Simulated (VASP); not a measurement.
Crystal: CO2.

```
CELL_PARAMETERS angstrom
2.69000 0.00000 0.00000
-1.34500 2.32961 0.00000
0.00000 0.00000 4.30400
ATOMIC_POSITIONS crystal
C 0.00000 0.00000 0.00000
O 0.33333 0.66667 0.25000
O 0.66667 0.33333 0.75000
```

| Property | Result |
| --- | --- |
| Program | VASP 6.6.1 |
| Task | relaxation of cell and atoms |
| Functional | PBEsol |
| Potentials or basis | VASP PAW PBE potentials, release 64 (C, O) |
| Cutoff | 600 eV |
| k mesh | 9 × 9 × 5 |
| Occupations | fermi-dirac, width 0.02 eV |
| Spin | no spin polarisation |

At the start: pressure -52.6 GPa; volume 8.99 Å³/atom.

How do energy, volume and symmetry change on relaxing?

Over 23 steps the energy falls by 929.6 meV/atom and the volume is 7.65 Å³/atom (-15.0 %); space group P-3m1 (No. 164, to 0.1 Å) before and after.

Step by step:
```tsv
step	energy change (eV)	largest force (eV/Å)	pressure (GPa)	volume (Å³)
1	0.0000	4.5906	-52.61	26.97
2	-1.5335	6.7683	78.49	17.01
3	-2.4939	0.0882	-8.57	19.93
4	-2.5005	0.3890	-5.08	19.74
5	-2.5010	0.5990	-2.60	19.61
6	-2.6041	0.7159	17.31	18.60
7	-2.6369	0.2626	10.08	18.92
8	-2.6862	0.8792	-0.19	19.78
9	-2.6906	1.1328	-3.95	20.15
10	-2.7206	0.7740	-3.43	20.43
11	-2.7540	0.0305	-1.75	21.00
12	-2.7574	0.3119	-0.78	21.27
13	-2.7721	0.1766	0.15	21.49
14	-2.7824	0.0560	2.10	21.87
15	-2.7824	0.0726	2.23	21.89
16	-2.7851	0.1312	0.77	22.19
17	-2.7866	0.2202	-1.47	22.69
18	-2.7881	0.0398	-0.97	22.88
19	-2.7882	0.0165	-0.79	22.94
20	-2.7887	0.0285	-0.07	22.92
21	-2.7888	0.0372	0.41	22.91
22	-2.7888	0.0245	0.11	22.94
23	-2.7888	0.0169	0.17	22.94
```

Final structure:
```cif
data_structure
_symmetry_space_group_name_H-M 'P 1'
_symmetry_Int_Tables_number 1
_cell_length_a 2.3482
_cell_length_b 2.3482
_cell_length_c 4.8031
_cell_angle_alpha 90.000
_cell_angle_beta 90.000
_cell_angle_gamma 120.000
_cell_volume 22.94
loop_
_atom_site_label
_atom_site_type_symbol
_atom_site_fract_x
_atom_site_fract_y
_atom_site_fract_z
_atom_site_occupancy
C1 C 0.00000 0.00000 0.00000 1
O1 O 0.33333 0.66667 0.18213 1
O2 O 0.66667 0.33333 0.81787 1
```

Caveat: the PAW data sets were made with another functional, which shifts forces and pressure a little.
